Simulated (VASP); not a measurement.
Here is a VASP 6.6.1 calculation.

The input INCAR:

```
SYSTEM = Cd
  PREC = Accurate
  ENCUT = 520
  EDIFF = 1E-6
  ISMEAR = -1
  SIGMA = 0.05
  LREAL = .False.
  LASPH = .True.
  NELM = 150
  ALGO = Normal
  ISIF = 2
  LWAVE = .False.
  LCHARG = .False.
  ISPIN = 2
  MAGMOM = 1
  LORBIT = 11
  NUPDOWN = 1.0
  GGA = PS
  NBANDS = 16
```

The input KPOINTS:

```
Automatic mesh
0
Gamma
  10 10 10
  0 0 0
```

POSCAR

```
Cd
1.0
   -1.8078026137      1.8078026137      1.8078026137
    1.8078026137     -1.8078026137      1.8078026137
    1.8078026137      1.8078026137     -1.8078026137
Cd
1
Direct
    0.0000000000      0.0000000000      0.0000000000
```

Potentials or basis: VASP PAW PBE potentials, release 64 (Cd).

The run is started by

```console
$ cat potpaw_PBE.64/Cd/POTCAR > POTCAR
$ mpirun -np 1 vasp_std > vasp.out
```

Task: Estimate the pressure.

Result: 2.9 GPa.

Caveat: the PAW data sets were made with another functional, which shifts forces and pressure a little; the total moment is fixed, so each spin has its own Fermi level.
